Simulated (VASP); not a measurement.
# Ag2Sb (P6/mmm) in VASP: a series of runs

Runs on Ag2Sb. Level: PBE. Tasks: single point, relaxation of cell and atoms.

Program: VASP 6.6.1. These are calculated values, not measurements. Logs are shortened: lines on timing, memory, paths and dates and some standing lists are left out, and cuts for length are marked.

### Step 1. The cell of the first run

Symmetry: P6/mmm, No. 191, hexagonal system. The conventional cell has a = 4.898 Å, b = 4.898 Å, c = 3.109 Å, α = 90.00°, β = 90.00°, γ = 120.00°. Ag (site symmetry -6m2) has 5 Ag at 2.83 to 3.11 Å and 6 Sb at 3.23 Å within 3.7 Å. Sb (site symmetry 6/mmm) has 2 Sb at 3.11 Å and 12 Ag at 3.23 Å within 4.1 Å.

### Step 2. Single point, PBE

Contents of INCAR:

```
SYSTEM = Ag2Sb
ALGO = Normal
EDIFF = 1E-6
ENCUT = 520
GGA = PE
ISIF = 2
ISMEAR = 0
LASPH = .TRUE.
LCHARG = .FALSE.
LREAL = .FALSE.
LWAVE = .FALSE.
NBANDS = 20
NELM = 100
PREC = Accurate
SIGMA = 0.1
```

Contents of KPOINTS:

```
k-points
0
G
  12 12 16
  0 0 0
```

Contents of POSCAR:

```
Ag2Sb
1.0
    4.8980859381      0.0000000000      0.0000000000
   -2.4490429690      4.2418668523      0.0000000000
    0.0000000000      0.0000000000      3.1090151561
Ag Sb
2 1
Direct
    0.3333333333      0.6666666667      0.5000000000
    0.6666666667      0.3333333333      0.5000000000
    0.0000000000      0.0000000000      0.0000000000
```

Potentials or basis: VASP PAW PBE potentials, release 64 (Ag, Sb).

Command:

```
> cat potpaw_PBE.64/Ag/POTCAR potpaw_PBE.64/Sb/POTCAR > POTCAR
> mpirun -np 1 vasp_std > vasp.out
```

OUTCAR:

```text
SYSTEM = Ag2Sb
   EDIFF = 1E-6
   ENCUT = 520
   GGA = PE
   ISIF = 2
   ISMEAR = 0
   LASPH = .TRUE.
   LREAL = .FALSE.
   NELM = 100
   PREC = Accurate

 ion  position               nearest neighbor table
   1  0.333  0.667  0.500-   2 2.83   2 2.83   2 2.83   3 3.23   3 3.23   3 3.23   3 3.23   3 3.23
                             3 3.23
   2  0.667  0.333  0.500-   1 2.83   1 2.83   1 2.83   3 3.23   3 3.23   3 3.23   3 3.23   3 3.23
                             3 3.23
   3  0.000  0.000  0.000-   1 3.23   2 3.23   1 3.23   2 3.23   1 3.23   1 3.23   2 3.23   2 3.23
                             2 3.23   2 3.23   1 3.23   1 3.23

  LATTYP: Found a hexagonal cell.
 ALAT       =     4.8980859381
 C/A-ratio  =     0.6347408346

  Lattice vectors:

 A1 = (   4.8980859381,   0.0000000000,   0.0000000000)
 A2 = (  -2.4490429690,   4.2418668523,   0.0000000000)
 A3 = (   0.0000000000,   0.0000000000,   3.1090151561)

Analysis of symmetry for initial positions (statically):
=====================================================================
 Subroutine PRICEL returns:
 Original cell was already a primitive cell.

 Routine SETGRP: Setting up the symmetry group for a
 hexagonal supercell.

 Subroutine GETGRP returns: Found 24 space group operations
 (whereof 24 operations were pure point group operations)
 out of a pool of 24 trial point group operations.

The static configuration has the point symmetry D_6h.

Analysis of symmetry for dynamics (positions and initial velocities):
=====================================================================
 Subroutine PRICEL returns:
 Original cell was already a primitive cell.

 Routine SETGRP: Setting up the symmetry group for a
 hexagonal supercell.

 Subroutine GETGRP returns: Found 24 space group operations
 (whereof 24 operations were pure point group operations)
 out of a pool of 24 trial point group operations.

The dynamic configuration has the point symmetry D_6h.

 Subroutine INISYM returns: Found 24 space group operations
 (whereof 24 operations are pure point group operations),
 and found     1 'primitive' translations

----------------------------------------------------------------------------------------

                                     Primitive cell

  volume of cell :      64.5961

  direct lattice vectors                    reciprocal lattice vectors
     4.898085938  0.000000000  0.000000000     0.204161383  0.117872630  0.000000000
    -2.449042969  4.241866852  0.000000000     0.000000000  0.235745259  0.000000000
     0.000000000  0.000000000  3.109015156     0.000000000  0.000000000  0.321645264

  length of vectors
     4.898085938  4.898085938  3.109015156     0.235745259  0.235745259  0.321645264

  position of ions in fractional coordinates (direct lattice)
     0.333333333  0.666666667  0.500000000
     0.666666667  0.333333333  0.500000000
     0.000000000  0.000000000  0.000000000

  ion indices of the primitive-cell ions
   primitive index   ion index
                 1           1
                 2           2
                 3           3

----------------------------------------------------------------------------------------

 KPOINTS: k-points

Automatic generation of k-mesh.
 Grid dimensions read from file:
 generate k-points for:   12   12   16

 Generating k-lattice:

  Cartesian coordinates                     Fractional coordinates (reciprocal lattice)
     0.017013449  0.009822719  0.000000000     0.083333333 -0.000000000  0.000000000
     0.000000000  0.019645438  0.000000000     0.000000000  0.083333333  0.000000000
     0.000000000  0.000000000  0.020102829     0.000000000  0.000000000  0.062500000

  Length of vectors
     0.019645438  0.019645438  0.020102829

  Shift w.r.t. Gamma in fractional coordinates (k-lattice)
     0.000000000  0.000000000  0.000000000

 Subroutine IBZKPT returns following result:
 ===========================================

 Found    171 irreducible k-points:

 Following reciprocal coordinates:
            Coordinates               Weight
  0.000000  0.000000  0.000000      1.000000
  0.083333  0.000000  0.000000      6.000000
  0.166667  0.000000  0.000000      6.000000
  0.250000 -0.000000  0.000000      6.000000
  0.333333  0.000000  0.000000      6.000000
  0.416667 -0.000000  0.000000      6.000000
[... 16 lines left out ...]
  0.250000 -0.000000  0.062500     12.000000
  0.333333  0.000000  0.062500     12.000000
 [... further k-points ...]
   k-points           NKPTS =    171   k-points in BZ     NKDIM =    171   number of bands    NBANDS=     20
   number of dos      NEDOS =    301   number of ions     NIONS =      3
   total plane-waves  NPLWV =  31104
   dimension x,y,z NGX =    36 NGY =   36 NGZ =   24
   dimension x,y,z NGXF=    72 NGYF=   72 NGZF=   48
   ions per type =               2   1
   NGX,Y,Z   is equivalent  to a cutoff of  12.22, 12.22, 12.83 a.u.
   NGXF,Y,Z  is equivalent  to a cutoff of  24.44, 24.44, 25.67 a.u.
 SYSTEM =  Ag2Sb
   PREC   = accura    normal or accurate (medium, high low for compatibility)
   ISTART =      0    job   : 0-new  1-cont  2-samecut
   ICHARG =      2    charge: 1-file 2-atom 10-const
   ISPIN  =      1    spin polarized calculation?
   LNONCOLLINEAR =      F non collinear calculations
   LSORBIT =      F    spin-orbit coupling
   LASPH  =      T    aspherical Exc in radial PAW
   ENCUT  =  520.0 eV  38.22 Ry    6.18 a.u.   9.11  9.11  5.78*2*pi/ulx,y,z
   NELM   =    100;   NELMIN=  2; NELMDL= -5     # of ELM steps
   EDIFF  = 0.1E-05   stopping-criterion for ELM
   LREAL  =      F    real-space projection
   EDIFFG = 0.1E-04   stopping-criterion for IOM
   NSW    =      0    number of steps for IOM
   IBRION =     -1    ionic relax: 0-MD 1-quasi-New 2-CG
   NFREE  =      0    steps in history (QN), initial steepest desc. (CG)
   ISIF   =      2    stress and relaxation
   ISYM   =      2    0-nonsym 1-usesym 2-fastsym
   POTIM  = 0.5000    time-step for ionic-motion
   TEBEG  =    0.0;   TEEND  =   0.0 temperature during run
   PSTRESS=    0.0 pullay stress
   NELECT =      27.0000    total number of electrons
   NUPDOWN=      -1.0000    fix difference up-down
   EMIN   =  10.00;   EMAX   =-10.00  energy-range for DOS
   EFERMI =   0.00;   METHOD = LEGACY
   ISMEAR =     0;   SIGMA  =   0.10  broadening in eV -4-tet -1-fermi 0-gaus
   EFERMI_NEDOS =   21; number of points for ismear=-14 and -15
   IALGO  =     38    algorithm
   IMIX   =      4    mixing-type and parameters
     AMIX     =   0.40;   BMIX     =  1.00
     AMIX_MAG =   1.60;   BMIX_MAG =  1.00
  volume/ion in A,a.u.               =      21.53       145.31
  Fermi-wavevector in a.u.,A,eV,Ry     =   1.224035  2.313092 20.385103  1.498263
  Thomas-Fermi vector in A             =   2.359125
   LORBIT       =      0    0 simple, 1 ext, 2 COOP (PROOUT), +10 PAW based schemes
   GGA     = PE    functional components
   LHFCALC =     F    Hartree Fock is set to
   AEXX    =    0.0000 exact exchange contribution
   IVDW    =     0    specifies the selected vdW correction
   LEPSILON=     F    determine dielectric tensor
   LRPA    =     F    only Hartree local field effects (RPA)
 non-spin polarized calculation
 Gauss-broadening in eV      SIGMA  =   0.10
  energy-cutoff  :      520.00
  volume of cell :       64.60
 maximum number of plane-waves:      1758
   NGX = 19   NGY = 19   NGZ = 11

 number of electron      27.0000007 magnetization

 Free energy of the ion-electron system (eV)
  ---------------------------------------------------
  ext. energy  EPLUGINS =         0.00000000
  ---------------------------------------------------
  free energy    TOTEN  =        -9.05125574 eV

  energy without entropy =       -9.04403216  energy(sigma->0) =       -9.04764395

 E-fermi :   7.9586     XC(G=0): -11.0318

 val. band max:        7.9562011562   @ k =   0.3333   0.0833   0.0000
 cond. band min:       7.9595052124   @ k =   0.4167   0.0833   0.0000
 fundamental gap:      0.0033040563
 Fermi energy:         7.9585889213

 k-point     1 :       0.0000    0.0000    0.0000
  band No.  band energies     occupation
      1      -3.3614      2.00000
      2       2.4258      2.00000
      3       2.4953      2.00000
      4       2.4953      2.00000
      5       3.0880      2.00000
      6       3.0917      2.00000
[... 12 lines left out ...]
     19      16.7713      0.00000
     20      20.9183      0.00000

 k-point     2 :       0.0833    0.0000    0.0000
  band No.  band energies     occupation
      1      -3.3274      2.00000
      2       2.3795      2.00000
      3       2.4354      2.00000
      4       2.4982      2.00000
      5       3.0687      2.00000
      6       3.1218      2.00000
[... 12 lines left out ...]
     19      16.7662      0.00000
     20      20.4621      0.00000

 k-point     3 :       0.1667    0.0000    0.0000
  band No.  band energies     occupation
      1      -3.2314      2.00000
      2       2.1377      2.00000
      3       2.4613      2.00000
      4       2.5026      2.00000
      5       3.0369      2.00000
      6       3.1469      2.00000
[... 12 lines left out ...]
     19      16.7478      0.00000
     20      19.7824      0.00000

 k-point     4 :       0.2500   -0.0000    0.0000
  band No.  band energies     occupation
      1      -3.0923      2.00000
      2       1.8961      2.00000
      3       2.5015      2.00000
      4       2.5017      2.00000
      5       2.9890      2.00000
      6       3.0804      2.00000
[... 12 lines left out ...]
     19      16.7066      0.00000
     20      19.1909      0.00000

 k-point     5 :       0.3333    0.0000    0.0000
  band No.  band energies     occupation
      1      -2.9424      2.00000
      2       1.7235      2.00000
      3       2.4952      2.00000
      4       2.5494      2.00000
      5       2.8905      2.00000
      6       2.9521      2.00000
[... 12 lines left out ...]
     19      16.6303      0.00000
     20      17.9285      0.00000
[... 353 lines left out ...]
      6       3.1183      2.00000
[... 12 lines left out ...]
     19      17.4614      0.00000
     20      19.6240      0.00000

 k-point    22 :       0.1667    0.0000    0.0625
  band No.  band energies     occupation
      1      -3.1711      2.00000
      2       2.1668      2.00000
      3       2.4968      2.00000
      4       2.5197      2.00000
      5       3.0780      2.00000
      6       3.1484      2.00000
[... 12 lines left out ...]
     19      17.4483      0.00000
     20      18.8792      0.00000

 k-point    23 :       0.2500   -0.0000    0.0625
  band No.  band energies     occupation
      1      -3.0332      2.00000
      2       1.9328      2.00000
      3       2.5154      2.00000
      4       2.5373      2.00000
      5       3.0236      2.00000
      6       3.0844      2.00000
[... 12 lines left out ...]
     19      17.4016      0.00000
     20      18.2327      0.00000

 k-point    24 :       0.3333    0.0000    0.0625
  band No.  band energies     occupation
      1      -2.8848      2.00000
      2       1.7683      2.00000
      3       2.5065      2.00000
      4       2.5849      2.00000
      5       2.8867      2.00000
      6       2.9973      2.00000
[... 12 lines left out ...]
     19      17.2213      0.00000
     20      17.7712      0.00000

 [... further k-points ...]
[... 5 lines left out ...]
  --------------------------------------------------------------------------------------
  -------------------------------------------------------------------------------------
  Total       -0.0556823     -0.0556823     -0.0181713     -0.0000000      0.0000000      0.0000000
  in kB       -1.3810876     -1.3810876     -0.4507021     -0.0000000      0.0000000      0.0000000
  external PRESSURE =      -1.0709591 kB  Pullay stress =       0.0000000 kB

 VOLUME and BASIS-vectors are now :
 -----------------------------------------------------------------------------
  energy-cutoff  :      520.00
  volume of cell :       64.60
      direct lattice vectors                 reciprocal lattice vectors
     4.898085938  0.000000000  0.000000000     0.204161383  0.117872630  0.000000000
    -2.449042969  4.241866852  0.000000000     0.000000000  0.235745259  0.000000000
     0.000000000  0.000000000  3.109015156     0.000000000  0.000000000  0.321645264

 POSITION                                       TOTAL-FORCE (eV/Angst)
 -----------------------------------------------------------------------------------
     -0.00000      2.82791      1.55451         0.000000      0.000000      0.000000
      2.44904      1.41396      1.55451        -0.000000      0.000000     -0.000000
      0.00000      0.00000      0.00000         0.000000      0.000000     -0.000000
 -----------------------------------------------------------------------------------
    total drift:                                0.000000      0.000000     -0.000000

  FREE ENERGIE OF THE ION-ELECTRON SYSTEM (eV)
  ---------------------------------------------------
  free  energy   TOTEN  =        -9.0512557393 eV

  energy  without entropy=       -9.0440321608  energy(sigma->0) =       -9.04764395
```

It took 3 min on 1 thread of AMD EPYC 7R43 (Zen 3), shared host; peak memory 0.29 GiB.

Results:

```
Free energy : -9.0513 eV
Pressure    : -0.1 GPa
```

Levels at points of the mesh, in eV from the Fermi level:
```tsv
k point	band 9	band 10	band 11	band 12	band 13	band 14	band 15	band 16	band 17	band 18
(0.00, 0.00, 0.00)	-4.41	-3.83	-3.83	-2.16	-0.41	-0.41	1.86	1.86	3.56	4.03
(0.50, 0.00, 0.00)	-3.96	-3.89	-3.75	-3.58	-3.10	-0.43	4.94	5.04	7.11	7.31
(0.00, 0.00, 0.50)	-4.62	-4.62	-3.29	-3.08	1.09	1.09	2.02	2.33	5.35	5.35
(0.50, 0.00, 0.50)	-4.19	-3.79	-3.47	-2.92	-1.78	0.03	1.25	2.44	2.64	3.57
```

Caveat: spin-orbit coupling is left out, which moves the levels of the heavy elements.

### Step 3. Relaxation of cell and atoms, PBE

This run uses another cell than the first one, of 20.93 Å³/atom, 0.972 times its volume.

Contents of INCAR:

```
  PREC = Accurate
  ENCUT = 600
  EDIFF = 1E-6
  ISMEAR = 0
  SIGMA = 0.1
  LREAL = False
  LASPH = True
  NELM = 100
  ALGO = Normal
  ISIF = 3
  LWAVE = False
  LCHARG = False
  GGA = PE
  IBRION = 2
  NSW = 100
  EDIFFG = -0.01
```

Contents of KPOINTS:

```
Automatic mesh
0
Gamma
  12 12 16
```

Contents of POSCAR:

```
Ag2Sb
1.0
    4.9086799200      0.0000000000      0.0000000000
   -2.4543399600      4.2510415100      0.0000000000
    0.0000000000      0.0000000000      3.0090207900
Ag Sb
2 1
Direct
    0.3333333300      0.6666666700      0.5000000000
    0.6666666700      0.3333333300      0.5000000000
    0.0000000000      0.0000000000      0.0000000000
```

Potentials or basis: VASP PAW PBE potentials, release 64 (Ag, Sb).

Command:

```
> cat potpaw_PBE.64/Ag/POTCAR potpaw_PBE.64/Sb/POTCAR > POTCAR
> mpirun -np 1 vasp_std > vasp.out
```

Run time: 14 min. Hardware: 1 thread of AMD EPYC 7R43 (Zen 3), shared host; peak memory 0.34 GiB.

The run converged. Its results:

| Quantity | Value |
| --- | --- |
| Free energy | -9.0501 eV |
| Relaxed volume | 21.48 Å³/atom |
| Relaxed cell | a = 4.891 Å, b = 4.891 Å, c = 3.110 Å, α = 90.00°, β = 90.00°, γ = 120.00° |
| Space group after relaxing (to 0.05 Å) | P6/mmm (No. 191) |
| Energy gained by relaxing | 7.8 meV/atom |
| Ionic steps | 8 |
| Pressure after relaxing | 0.1 GPa |

The path:
```tsv
step	energy change (eV)	largest force (eV/Å)	pressure (GPa)	volume (Å³)
1	0.0000	0.0000	2.07	62.79
2	-0.0177	0.0000	-0.85	65.27
3	-0.0181	0.0000	-0.42	64.91
4	-0.0225	0.0000	-0.28	64.72
5	-0.0235	0.0000	-0.12	64.58
6	-0.0235	0.0000	-0.08	64.56
7	-0.0235	0.0000	-0.07	64.55
8	-0.0235	0.0000	0.06	64.45
```

Final structure:
```
Ag Sb
1.0
     4.89128    0.00000    0.00000
    -2.44564    4.23598    0.00000
     0.00000    0.00000    3.11046
Ag Sb
2 1
Direct
  0.33333 0.66667 0.50000
  0.66667 0.33333 0.50000
  0.00000 0.00000 0.00000
```

Levels at points of the mesh, in eV from the Fermi level:
```tsv
k point	band 9	band 10	band 11	band 12	band 13	band 14	band 15	band 16	band 17
(0.00, 0.00, 0.00)	-4.42	-3.84	-3.84	-2.15	-0.41	-0.41	1.86	1.86	3.58
(0.50, 0.00, 0.00)	-3.98	-3.90	-3.76	-3.59	-3.11	-0.42	4.92	5.06	7.14
(0.00, 0.00, 0.50)	-4.63	-4.63	-3.30	-3.09	1.08	1.08	2.03	2.33	5.35
(0.50, 0.00, 0.50)	-4.19	-3.80	-3.48	-2.92	-1.80	0.01	1.25	2.43	2.63
```

Caveat: spin-orbit coupling is left out, which moves the levels of the heavy elements.

### Step 4. Single point, PBE

This run uses another cell than the first one, of 20.93 Å³/atom, 0.972 times its volume.

Contents of INCAR:

```
SYSTEM = Ag2Sb
PREC     = Accurate       ! precision mode
ENCUT    = 520            ! plane-wave cutoff, eV
EDIFF    = 1E-6           ! SCF threshold, eV
ISMEAR   = 0              ! smearing method
SIGMA    = 0.1            ! smearing width, eV
LREAL    = .FALSE.        ! projectors in reciprocal space
LASPH    = .TRUE.         ! aspherical terms in the spheres
NELM     = 100            ! most SCF steps
ALGO     = Normal         ! electronic algorithm
ISIF     = 2              ! what is computed and relaxed
LWAVE    = .FALSE.        ! write WAVECAR
LCHARG   = .FALSE.        ! write CHGCAR
GGA      = PE             ! functional
NBANDS   = 20             ! bands
```

Contents of KPOINTS:

```
regular mesh
0
G
  6 6 6
  0 0 0
```

POSCAR is that of step 3.

Command:

```
> cat potpaw_PBE.64/Ag/POTCAR potpaw_PBE.64/Sb/POTCAR > POTCAR
> mpirun -np 1 vasp_std > vasp.out
```

Run time: 48 s. Hardware: 1 thread of AMD EPYC 7R43 (Zen 3), shared host; peak memory 0.17 GiB.

Results (log left out):

| Property | Result |
| --- | --- |
| Free energy | -9.1430 eV |
| Pressure | 1.6 GPa |

Stress tensor (GPa, compression positive):
```
1.92 0.00 0.00
0.00 1.92 0.00
0.00 0.00 0.88
```

Levels at points of the mesh, in eV from the Fermi level:
```
           k point  band 9  band 10  band 11  band 12  band 13  band 14  band 15  band 16  band 17  band 18
(0.00, 0.00, 0.00)   -4.51    -3.96    -3.96    -2.49    -0.67    -0.67     1.52     1.52     3.25     4.62
(0.50, 0.00, 0.00)   -4.10    -4.09    -3.89    -3.82    -3.47    -0.71     4.74     5.49     6.70     7.04
(0.00, 0.00, 0.50)   -4.80    -4.80    -3.36    -3.23     1.02     1.02     1.90     2.29     5.27     5.27
(0.50, 0.00, 0.50)   -4.37    -3.98    -3.63    -3.06    -1.89     0.15     1.21     2.33     2.50     3.56
```

Caveat: spin-orbit coupling is left out, which moves the levels of the heavy elements.

### Step 5. Summary

```csv
task,cell,k mesh,cutoff (eV),gap on the mesh (eV),pressure (GPa)
single point,"a = 4.898, b = 4.898, c = 3.109 Å, angles 90.0, 90.0, 120.0°, 3 atoms",12 × 12 × 16,520,none,-0.1
relaxation of cell and atoms,"relaxed from a = 4.909, b = 4.909, c = 3.009 Å, angles 90.0, 90.0, 120.0°, 3 atoms",12 × 12 × 16,600,none,0.1
single point,"a = 4.909, b = 4.909, c = 3.009 Å, angles 90.0, 90.0, 120.0°, 3 atoms",6 × 6 × 6,520,none,1.6
```

Alike in all rows: level PBE; potentials or basis VASP PAW PBE potentials, release 64 (Ag, Sb); no spin polarisation; smearing gaussian 0.1 eV.

Caveats: spin-orbit coupling is left out, which moves the levels of the heavy elements.

Total energies depend on the potentials used, so only differences within one code and one set of settings carry meaning.
